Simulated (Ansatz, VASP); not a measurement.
Given: the input of a run of VASP 6.6.1 on BiTe.

File INCAR:

```
PREC = Accurate
ENCUT = 520
EDIFF = 1E-7
ISMEAR = -1
SIGMA = 0.02
LREAL = F
LASPH = T
NELM = 60
ALGO = Normal
ISIF = 2
LWAVE = F
LCHARG = F
GGA = B5
ALDAX = 1.0
AGGAX = 1.0
AGGAC = 1.0
ALDAC = 0.0
NBANDS = 18
```

File KPOINTS:

```
regular mesh
0
Gamma
  7 7 7
```

POSCAR

```
BiTe
1.0
    0.0000000000      3.2564244654      3.2564244654
    3.2564244654      0.0000000000      3.2564244654
    3.2564244654      3.2564244654      0.0000000000
Bi Te
1 1
Direct
    0.0000000000      0.0000000000      0.0000000000
    0.5000000000      0.5000000000      0.5000000000
```

Potentials or basis: VASP PAW PBE potentials, release 64 (Bi_d, Te).

Command:

```console
$ cat potpaw_PBE.64/Bi_d/POTCAR potpaw_PBE.64/Te/POTCAR > POTCAR
$ mpirun -np 1 vasp_std > vasp.out
```

**Question.** Translate it to Ansatz 0.2.0. Potentials there: all-electron LAPW, scalar-relativistic.

**Answer.** As run (the cutoff follows the program's own potentials):

The input input.yaml:

```yaml
crystal:
  lattice:
    - [0.0, 3.2564244654, 3.2564244654]
    - [3.2564244654, 0.0, 3.2564244654]
    - [3.2564244654, 3.2564244654, 0.0]
  atoms:
    - { symbol: Bi, position: [0.0, 0.0, 0.0] }
    - { symbol: Te, position: [0.5, 0.5, 0.5] }
kpoints:
  mp_grid: { grid: [7, 7, 7] }
scf:
  occupations: { method: fermi_dirac, width: 0.02 }
hamiltonian:
  xc: blyp
  pseudopotentials: { kind: all_electron, lapw: { basis_error: 0.001 } }
output:
  forces: true
  stress: true
  eigenvalues: true
```

Potentials or basis: all-electron LAPW, scalar-relativistic.

Command:

```console
$ ansatz run input.yaml --threads 1 --pin off --max-ram 3072MiB --backend cpu --events-out ev --progress --plain --runs-dir out
```

Both were run:

|  | VASP | Ansatz | Ansatz less VASP |
| --- | --- | --- | --- |
| gap on the k mesh at the Fermi level (eV) | none | none | - |
| pressure (GPa) | 3.6 | 3.5 | -0.11 |

VASP's potentials were made for PBE, not for BLYP. A gap of «none» marks a metal or a gap that the smearing closes. Ansatz ran all-electron here, and VASP with PAW potentials.

Neither program's run includes spin-orbit coupling.
